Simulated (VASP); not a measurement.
# PbS (R3m) in VASP: a series of runs

Runs on PbS. Level: PBE+D3(BJ). Tasks: relaxation of shape and atoms at fixed volume.

Everything below comes from runs of VASP 6.6.1. Logs are shortened: lines on timing, memory, paths and dates and some standing lists are left out, and cuts for length are marked.

## Step 1: The cell of the first run

The typed cell holds 2 atoms: a = 4.022 Å, b = 4.022 Å, c = 4.022 Å, α = 59.97°, β = 59.97°, γ = 59.97°.

## Step 2: Relaxation of shape and atoms at fixed volume, PBE+D3(BJ) (volume scaled by 0.88)

Contents of INCAR:

```
SYSTEM = PbS
ALGO = Normal
EDIFF = 1E-6
EDIFFG = -0.01
ENCUT = 600
GGA = PE
IBRION = 2
ISIF = 4
ISMEAR = 0
IVDW = 12
LASPH = .TRUE.
LCHARG = .FALSE.
LREAL = .FALSE.
LWAVE = .FALSE.
NELM = 80
NSW = 50
PREC = Accurate
SIGMA = 0.02
```

Contents of KPOINTS:

```
k-points
0
G
  12 12 12
  0 0 0
```

Contents of POSCAR:

```
PbS
1.0
    2.0100638180      1.1605108864      3.2849836764
   -2.0100638180      1.1605108864      3.2849836764
    0.0000000000     -2.3210217728      3.2849836764
Pb S
1 1
Direct
    0.9779892341      0.9779892341      0.9779892341
    0.4776120959      0.4776120959      0.4776120959
```

Potentials or basis: VASP PAW PBE potentials, release 64 (Pb_d, S).

Started as:

```sh
> cat potpaw_PBE.64/Pb_d/POTCAR potpaw_PBE.64/S/POTCAR > POTCAR
> mpirun -np 1 vasp_std > vasp.out
```

OUTCAR:

```text
SYSTEM = PbS
   EDIFF = 1E-6
   EDIFFG = -0.01
   ENCUT = 600
   GGA = PE
   IBRION = 2
   ISIF = 4
   ISMEAR = 0
   IVDW = 12
   LASPH = .TRUE.
   LREAL = .FALSE.
   NELM = 80
   NSW = 50
   PREC = Accurate
 IVDW          = 12

 ion  position               nearest neighbor table
   1  0.978  0.978  0.978-   2 2.84   2 2.84   2 2.84   2 2.85   2 2.85   2 2.85
   2  0.478  0.478  0.478-   1 2.84   1 2.84   1 2.84   1 2.85   1 2.85   1 2.85

  LATTYP: Found a trigonal (rhomboedric) cell.
 ALAT       =     4.0222207578
 COS(alpha) =     0.5005202542

  Lattice vectors:

 A1 = (   2.0100638180,   1.1605108864,   3.2849836764)
 A2 = (  -2.0100638180,   1.1605108864,   3.2849836764)
 A3 = (   0.0000000000,  -2.3210217728,   3.2849836764)

Analysis of symmetry for initial positions (statically):
=====================================================================
 Subroutine PRICEL returns:
 Original cell was already a primitive cell.

 Routine SETGRP: Setting up the symmetry group for a
 trigonal (rhombohedral) supercell.

 Subroutine GETGRP returns: Found  6 space group operations
 (whereof  6 operations were pure point group operations)
 out of a pool of 12 trial point group operations.

The static configuration has the point symmetry C_3v.

Analysis of symmetry for dynamics (positions and initial velocities):
=====================================================================
 Subroutine PRICEL returns:
 Original cell was already a primitive cell.

 Routine SETGRP: Setting up the symmetry group for a
 trigonal (rhombohedral) supercell.

 Subroutine GETGRP returns: Found  6 space group operations
 (whereof  6 operations were pure point group operations)
 out of a pool of 12 trial point group operations.

The dynamic configuration has the point symmetry C_3v.

 Subroutine INISYM returns: Found  6 space group operations
 (whereof  6 operations are pure point group operations),
 and found     1 'primitive' translations

----------------------------------------------------------------------------------------

                                     Primitive cell

  volume of cell :      45.9773

  direct lattice vectors                    reciprocal lattice vectors
     2.010063818  1.160510886  3.284983676     0.248748321  0.143614910  0.101471839
    -2.010063818  1.160510886  3.284983676    -0.248748321  0.143614910  0.101471839
     0.000000000 -2.321021773  3.284983676     0.000000000 -0.287229820  0.101471839

  length of vectors
     4.022220758  4.022220758  4.022220758     0.304626827  0.304626827  0.304626827

  position of ions in fractional coordinates (direct lattice)
     0.977989234  0.977989234  0.977989234
     0.477612096  0.477612096  0.477612096

  ion indices of the primitive-cell ions
   primitive index   ion index
                 1           1
                 2           2

----------------------------------------------------------------------------------------

 KPOINTS: k-points

Automatic generation of k-mesh.
 Grid dimensions read from file:
 generate k-points for:   12   12   12

 Generating k-lattice:

  Cartesian coordinates                     Fractional coordinates (reciprocal lattice)
     0.020729027  0.011967909  0.008455987     0.083333333  0.000000000  0.000000000
    -0.020729027  0.011967909  0.008455987     0.000000000  0.083333333  0.000000000
     0.000000000 -0.023935818  0.008455987     0.000000000  0.000000000  0.083333333

  Length of vectors
     0.025385569  0.025385569  0.025385569

  Shift w.r.t. Gamma in fractional coordinates (k-lattice)
     0.000000000  0.000000000  0.000000000

 Subroutine IBZKPT returns following result:
 ===========================================

 Found    189 irreducible k-points:

 Following reciprocal coordinates:
            Coordinates               Weight
  0.000000  0.000000  0.000000      1.000000
  0.083333  0.000000 -0.000000      6.000000
  0.166667  0.000000  0.000000      6.000000
  0.250000  0.000000  0.000000      6.000000
  0.333333  0.000000  0.000000      6.000000
  0.416667  0.000000 -0.000000      6.000000
[... 16 lines left out ...]
  0.500000  0.166667 -0.000000     12.000000
 -0.416667  0.166667  0.000000     12.000000
 [... further k-points ...]
   k-points           NKPTS =    189   k-points in BZ     NKDIM =    189   number of bands    NBANDS=     14
   number of dos      NEDOS =    301   number of ions     NIONS =      2
   total plane-waves  NPLWV =  32768
   dimension x,y,z NGX =    32 NGY =   32 NGZ =   32
   dimension x,y,z NGXF=    64 NGYF=   64 NGZF=   64
   ions per type =               1   1
   NGX,Y,Z   is equivalent  to a cutoff of  13.23, 13.23, 13.23 a.u.
   NGXF,Y,Z  is equivalent  to a cutoff of  26.45, 26.45, 26.45 a.u.
 SYSTEM =  PbS
   PREC   = accura    normal or accurate (medium, high low for compatibility)
   ISTART =      0    job   : 0-new  1-cont  2-samecut
   ICHARG =      2    charge: 1-file 2-atom 10-const
   ISPIN  =      1    spin polarized calculation?
   LNONCOLLINEAR =      F non collinear calculations
   LSORBIT =      F    spin-orbit coupling
   LASPH  =      T    aspherical Exc in radial PAW
   ENCUT  =  600.0 eV  44.10 Ry    6.64 a.u.   8.03  8.03  8.03*2*pi/ulx,y,z
   NELM   =     80;   NELMIN=  2; NELMDL= -5     # of ELM steps
   EDIFF  = 0.1E-05   stopping-criterion for ELM
   LREAL  =      F    real-space projection
   EDIFFG = -.1E-01   stopping-criterion for IOM
   NSW    =     50    number of steps for IOM
   IBRION =      2    ionic relax: 0-MD 1-quasi-New 2-CG
   NFREE  =      1    steps in history (QN), initial steepest desc. (CG)
   ISIF   =      4    stress and relaxation
   ISYM   =      2    0-nonsym 1-usesym 2-fastsym
   POTIM  = 0.5000    time-step for ionic-motion
   TEBEG  =    0.0;   TEEND  =   0.0 temperature during run
   PSTRESS=    0.0 pullay stress
   NELECT =      20.0000    total number of electrons
   NUPDOWN=      -1.0000    fix difference up-down
   EMIN   =  10.00;   EMAX   =-10.00  energy-range for DOS
   EFERMI =   0.00;   METHOD = LEGACY
   ISMEAR =     0;   SIGMA  =   0.02  broadening in eV -4-tet -1-fermi 0-gaus
   EFERMI_NEDOS =   21; number of points for ismear=-14 and -15
   IALGO  =     38    algorithm
   IMIX   =      4    mixing-type and parameters
     AMIX     =   0.40;   BMIX     =  1.00
     AMIX_MAG =   1.60;   BMIX_MAG =  1.00
  volume/ion in A,a.u.               =      22.99       155.14
  Fermi-wavevector in a.u.,A,eV,Ry     =   1.240424  2.344062 20.934643  1.538653
  Thomas-Fermi vector in A             =   2.374866
   LORBIT       =      0    0 simple, 1 ext, 2 COOP (PROOUT), +10 PAW based schemes
   GGA     = PE    functional components
   LHFCALC =     F    Hartree Fock is set to
   AEXX    =    0.0000 exact exchange contribution
   IVDW    =    12    specifies the selected vdW correction
   LEPSILON=     F    determine dielectric tensor
   LRPA    =     F    only Hartree local field effects (RPA)
 conjugate gradient relaxation of ions
 non-spin polarized calculation
 Gauss-broadening in eV      SIGMA  =   0.02
  energy-cutoff  :      600.00
  volume of cell :       45.98
 maximum number of plane-waves:      1554
   NGX = 17   NGY = 17   NGZ = 17

 number of electron      20.0000000 magnetization

 Free energy of the ion-electron system (eV)
  ---------------------------------------------------
  ext. energy  EPLUGINS =         0.00000000
  ---------------------------------------------------
  free energy    TOTEN  =        -8.49292743 eV

  energy without entropy =       -8.49292743  energy(sigma->0) =       -8.49292743

 E-fermi :   7.6841     XC(G=0): -10.2924

 val. band max:        7.6080877355   @ k =   0.5000   0.5000   0.5000
 cond. band min:       7.7974419843   @ k =   0.5000   0.0000   0.0000
 fundamental gap:      0.1893542488
 Fermi energy:         7.6841222201

 k-point     1 :       0.0000    0.0000    0.0000
  band No.  band energies     occupation
      1      -9.4920      2.00000
      2      -9.4920      2.00000
      3      -9.4920      2.00000
      4      -9.4798      2.00000
      5      -9.4798      2.00000
      6      -7.2400      2.00000
      7       1.8201      2.00000
      8       4.7479      2.00000
      9       4.7544      2.00000
     10       4.7544      2.00000
     11      13.1935      0.00000
     12      13.1937      0.00000
     13      13.1937      0.00000
     14      13.9726      0.00000

 k-point     2 :       0.0833    0.0000   -0.0000
  band No.  band energies     occupation
      1      -9.4917      2.00000
      2      -9.4900      2.00000
      3      -9.4898      2.00000
      4      -9.4807      2.00000
      5      -9.4806      2.00000
      6      -7.1677      2.00000
      7       1.4622      2.00000
      8       4.7734      2.00000
      9       4.7790      2.00000
     10       5.0487      2.00000
     11      12.2924      0.00000
     12      12.6228      0.00000
     13      12.6237      0.00000
     14      14.1201      0.00000

 k-point     3 :       0.1667    0.0000    0.0000
  band No.  band energies     occupation
      1      -9.4965      2.00000
      2      -9.4962      2.00000
      3      -9.4913      2.00000
      4      -9.4708      2.00000
      5      -9.4706      2.00000
      6      -6.9560      2.00000
      7       0.6657      2.00000
      8       4.8462      2.00000
      9       4.8513      2.00000
     10       5.6554      2.00000
     11      11.0120      0.00000
     12      11.6447      0.00000
     13      11.6462      0.00000
     14      14.0870      0.00000
[... 324 lines left out ...]
 k-point    23 :       0.5000    0.1667   -0.0000
  band No.  band energies     occupation
      1      -9.5918      2.00000
      2      -9.5101      2.00000
      3      -9.4856      2.00000
      4      -9.4385      2.00000
      5      -9.4123      2.00000
      6      -5.5019      2.00000
      7      -1.6956      2.00000
      8       3.8892      2.00000
      9       4.5635      2.00000
     10       5.9181      2.00000
     11       9.2173      0.00000
     12      10.4002      0.00000
     13      11.2100      0.00000
     14      14.7731      0.00000

 k-point    24 :      -0.4167    0.1667    0.0000
  band No.  band energies     occupation
      1      -9.5821      2.00000
      2      -9.5173      2.00000
      3      -9.4801      2.00000
      4      -9.4370      2.00000
      5      -9.4185      2.00000
      6      -5.4548      2.00000
      7      -1.7987      2.00000
      8       3.6165      2.00000
      9       4.8562      2.00000
     10       6.3075      2.00000
     11       8.9004      0.00000
     12       9.9345      0.00000
     13      11.3591      0.00000
     14      15.7597      0.00000

 [... further k-points ...]

------------------------ aborting loop because EDIFF is reached ----------------------------------------

 Edisp (eV)   -0.78950

 E8    (eV) :    -0.3545

  FORCE on cell =-STRESS in cart. coord.  units (eV):
  Direction    XX          YY          ZZ          XY          YZ          ZX
  --------------------------------------------------------------------------------------
  -------------------------------------------------------------------------------------
  Total       2.73681     2.73681     2.73006    -0.00000    -0.00000     0.00000
  in kB      95.37007    95.37007    95.13484    -0.00000    -0.00000     0.00000
  external pressure =       95.29 kB  Pullay stress =        0.00 kB

 VOLUME and BASIS-vectors are now :
 -----------------------------------------------------------------------------
  energy-cutoff  :      600.00
  volume of cell :       45.98
      direct lattice vectors                 reciprocal lattice vectors
     2.010063818  1.160510886  3.284983676     0.248748321  0.143614910  0.101471839
    -2.010063818  1.160510886  3.284983676    -0.248748321  0.143614910  0.101471839
     0.000000000 -2.321021773  3.284983676     0.000000000 -0.287229820  0.101471839

 POSITION                                       TOTAL-FORCE (eV/Angst)
 -----------------------------------------------------------------------------------
      0.00000      0.00000      9.63804         0.000000      0.000000     -0.007587
      0.00000      0.00000      4.70684         0.000000      0.000000      0.007587
 -----------------------------------------------------------------------------------
    total drift:                                0.000000     -0.000000      0.000098

  FREE ENERGIE OF THE ION-ELECTRON SYSTEM (eV)
  ---------------------------------------------------
  free  energy   TOTEN  =        -9.2824314765 eV

  energy  without entropy=       -9.2824314765  energy(sigma->0) =       -9.28243148

 reached required accuracy - stopping structural energy minimisation
```

Wall time 40 s (1 thread of Intel Xeon 6975P-C (Granite Rapids), shared host); peak memory 0.3 GiB.

What came out:

| Quantity | Value |
| --- | --- |
| Free energy | -9.2824 eV |
| Pressure after relaxing | 9.5 GPa |
| Largest force after relaxing | 0.008 eV/Å |
| Band gap on the k mesh | 0.19 eV, indirect (least direct gap 0.19 eV) |
| Dispersion energy per atom | -0.395 eV |

Forces on the atoms (eV/Å):
```
Pb   0.000  0.000 -0.008
S    0.000  0.000  0.008
```

Final structure:
```
CELL_PARAMETERS angstrom
2.01006 1.16051 3.28498
-2.01006 1.16051 3.28498
0.00000 -2.32102 3.28498
ATOMIC_POSITIONS crystal
Pb 0.97799 0.97799 0.97799
S 0.47761 0.47761 0.47761
```

Levels at points of the mesh, in eV from the valence-band top:
```tsv
k point	band 7	band 8	band 9	band 10	band 11	band 12	band 13	band 14
(0.00, 0.00, 0.00)	-5.79	-2.86	-2.85	-2.85	5.59	5.59	5.59	6.36
(0.50, 0.00, 0.00)	-9.70	-2.34	-2.34	-0.01	0.19	1.62	1.63	8.80
(0.50, 0.50, 0.00)	-7.43	-6.37	-4.34	-4.33	3.26	6.00	6.18	6.18
(0.50, 0.50, 0.50)	-9.70	-2.34	-2.34	0.00	0.19	1.63	1.63	8.80
```

Caveat: the relaxation stopped at its first step, so nothing moved; spin-orbit coupling is left out, which moves the levels of the heavy elements. A k mesh can miss the band edges.

## Step 3: Relaxation of shape and atoms at fixed volume, PBE+D3(BJ) (volume scaled by 0.97)

Contents of INCAR:

```
PREC = Accurate
ENCUT = 600
EDIFF = 1E-7
ISMEAR = 0
SIGMA = 0.02
LREAL = False
LASPH = True
NELM = 60
ALGO = Normal
ISIF = 4
LWAVE = False
LCHARG = False
GGA = PE
IVDW = 12
IBRION = 2
NSW = 50
EDIFFG = -0.01
```

Contents of KPOINTS:

```
regular mesh
0
Gamma
  12 12 12
```

Contents of POSCAR:

```
PbS
1.0
    2.0763769552      1.1987967940      3.3933571377
   -2.0763769552      1.1987967940      3.3933571377
    0.0000000000     -2.3975935881      3.3933571377
Pb S
1 1
Direct
    0.9779892341      0.9779892341      0.9779892341
    0.4776120959      0.4776120959      0.4776120959
```

Potentials or basis: VASP PAW PBE potentials, release 64 (Pb_d, S).

Started as:

```sh
> cat potpaw_PBE.64/Pb_d/POTCAR potpaw_PBE.64/S/POTCAR > POTCAR
> mpirun -np 1 vasp_std > vasp.out
```

It took 2.1 min on 1 thread of Intel Xeon Platinum 8375C at 2.90GHz (Ice Lake), shared host; peak memory 0.34 GiB.

Results (log left out):

| Item | Value |
| --- | --- |
| Free energy | -9.4413 eV |
| Pressure after relaxing | 1.8 GPa |
| Largest force after relaxing | 0.003 eV/Å |
| Band gap on the k mesh | 0.25 eV, indirect (the least direct gap lies 4.1 meV higher) |
| Dispersion energy per atom | -0.358 eV |

Forces on the atoms (eV/Å):
```
Pb   0.000  0.000 -0.003
S    0.000  0.000  0.003
```

Final structure:
```cif
data_structure
_symmetry_space_group_name_H-M 'P 1'
_symmetry_Int_Tables_number 1
_cell_length_a 4.1549
_cell_length_b 4.1549
_cell_length_c 4.1549
_cell_angle_alpha 59.966
_cell_angle_beta 59.966
_cell_angle_gamma 59.966
_cell_volume 50.68
loop_
_atom_site_label
_atom_site_type_symbol
_atom_site_fract_x
_atom_site_fract_y
_atom_site_fract_z
_atom_site_occupancy
Pb1 Pb 0.97799 0.97799 0.97799 1
S1 S 0.47761 0.47761 0.47761 1
```

Levels at points of the mesh, in eV from the valence-band top:
```
           k point  band 7  band 8  band 9  band 10  band 11  band 12  band 13  band 14
(0.00, 0.00, 0.00)   -6.02   -2.36   -2.36    -2.36     5.26     5.26     5.26     6.61
(0.50, 0.00, 0.00)   -9.06   -1.95   -1.94     0.00     0.25     1.85     1.86     8.66
(0.50, 0.50, 0.00)   -7.29   -5.49   -3.68    -3.67     3.69     5.64     5.76     5.76
(0.50, 0.50, 0.50)   -9.07   -1.94   -1.94     0.00     0.25     1.86     1.86     8.66
```

Caveat: the relaxation stopped at its first step, so nothing moved; spin-orbit coupling is left out, which moves the levels of the heavy elements. A k mesh can miss the band edges.
